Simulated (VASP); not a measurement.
A run of VASP 6.6.1:

Contents of INCAR:

```
SYSTEM = Ir2Rh
ALGO     = Fast           ! electronic algorithm
EDIFF    = 1E-7           ! SCF threshold, eV
ENCUT    = 520            ! plane-wave cutoff, eV
GGA      = PE             ! functional
ISIF     = 2              ! what is computed and relaxed
ISMEAR   = 0              ! smearing method
LASPH    = .True.         ! aspherical terms in the spheres
LCHARG   = .True.         ! write CHGCAR
LELF     = .True.         ! ELF
LREAL    = .False.        ! projectors in reciprocal space
LVHAR    = .True.       
LWAVE    = .False.        ! write WAVECAR
NBANDS   = 24             ! bands
NELM     = 80             ! most SCF steps
PREC     = Accurate       ! precision mode
SIGMA    = 0.1            ! smearing width, eV
```

KPOINTS

```
k-points
0
Gamma
  6 6 4
  0 0 0
```

Contents of POSCAR:

```
Ir2Rh
1.0
    2.7357992799      0.0000000000      0.0000000000
   -1.3678996399      2.3692716760      0.0000000000
    0.0000000000      0.0000000000      6.6450331104
Ir Rh
2 1
Direct
    0.3333333333      0.6666666667      0.6656212165
    0.6666666667      0.3333333333      0.3343787835
    0.0000000000      0.0000000000      0.0000000000
```

Potentials or basis: VASP PAW PBE potentials, release 64 (Ir, Rh_pv).

Launch:

```console
$ cat potpaw_PBE.64/Ir/POTCAR potpaw_PBE.64/Rh_pv/POTCAR > POTCAR
$ mpirun -np 1 vasp_std > vasp.out
```

Hardware: 1 thread of AMD EPYC 7R43 64-Core Processor (Zen 3), with other jobs on the host.

How long does it take, and how much memory?

It took 61 s on 1 thread of AMD EPYC 7R43 64-Core Processor (Zen 3), with other jobs on the host, peak memory 0.12 GiB. Counts: scf iterations 18, k points 24.
